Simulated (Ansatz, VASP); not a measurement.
**One calculation of Li, two programs**

Contents of INCAR:

```
PREC = Accurate
ENCUT = 520
EDIFF = 1E-6
ISMEAR = -1
SIGMA = 0.05
LREAL = F
LASPH = T
NELM = 60
ALGO = Normal
ISIF = 2
LWAVE = F
LCHARG = F
GGA = PE
NBANDS = 12
```

KPOINTS

```
Automatic mesh
0
Gamma
  12 12 12
```

POSCAR

```
Li
1.0
    1.5504989657      0.8951809952      7.5124170000
   -1.5504989657      0.8951809952      7.5124170000
    0.0000000000     -1.7903619905      7.5124170000
Li
3
Direct
    0.0000000000      0.0000000000      0.0000000000
    0.2220000000      0.2220000000      0.2220000000
    0.7780000000      0.7780000000      0.7780000000
```

Input for Ansatz:

```yaml
crystal:
  lattice:
    - [1.5504989657, 0.8951809952, 7.512417]
    - [-1.5504989657, 0.8951809952, 7.512417]
    - [0.0, -1.7903619905, 7.512417]
  atoms:
    - { symbol: Li, position: [0.0, 0.0, 0.0] }
    - { symbol: Li, position: [0.222, 0.222, 0.222] }
    - { symbol: Li, position: [0.778, 0.778, 0.778] }
kpoints:
  mp_grid: { grid: [12, 12, 12] }
  band_path:
    path:
      - [0.0, 0.0, 0.0]
      - [0.5, 0.5, 0.5]
      - [0.8238672336, 0.1761327664, 0.5]
      - [0.5, -0.1761327664, 0.1761327664]
      - [0.5, 0.0, 0.0]
      - [0.0, 0.0, 0.0]
      - [0.3380663832, -0.3380663832, 0.0]
      - [0.6619336168, 0.0, 0.3380663832]
      - [0.5, 0.0, 0.5]
    npoints: 5
scf:
  occupations: { method: fermi_dirac, width: 0.05 }
hamiltonian:
  xc: pbe
  pseudopotentials: { kind: all_electron, lapw: { basis_error: 0.001 } }
output:
  forces: true
  stress: true
  eigenvalues: true
```

Change from the starting cell: zz strain of -1 %.

Alike in both runs: task single point; functional PBE; k mesh 12 × 12 × 12; occupations fermi-dirac, width 0.05 eV; no spin polarisation.

|  | VASP | Ansatz |
| --- | --- | --- |
| version | VASP 6.6.1 | Ansatz 0.2.0 |
| potentials or method | VASP PAW PBE potentials, release 64 (Li_sv), cutoff 520 eV | all-electron LAPW, scalar-relativistic |

|  | VASP | Ansatz | Ansatz less VASP |
| --- | --- | --- | --- |
| rms of the force components (eV/Å) | 0.004 | 0.004 | -0.0001 |

Atom by atom the forces differ by 0.000 eV/Å (rms over components). Ansatz ran all-electron here, and VASP with PAW potentials.

Noted on VASP's run: the cutoff is under 1.25 times that of the potentials, so the pressure is a little rough.
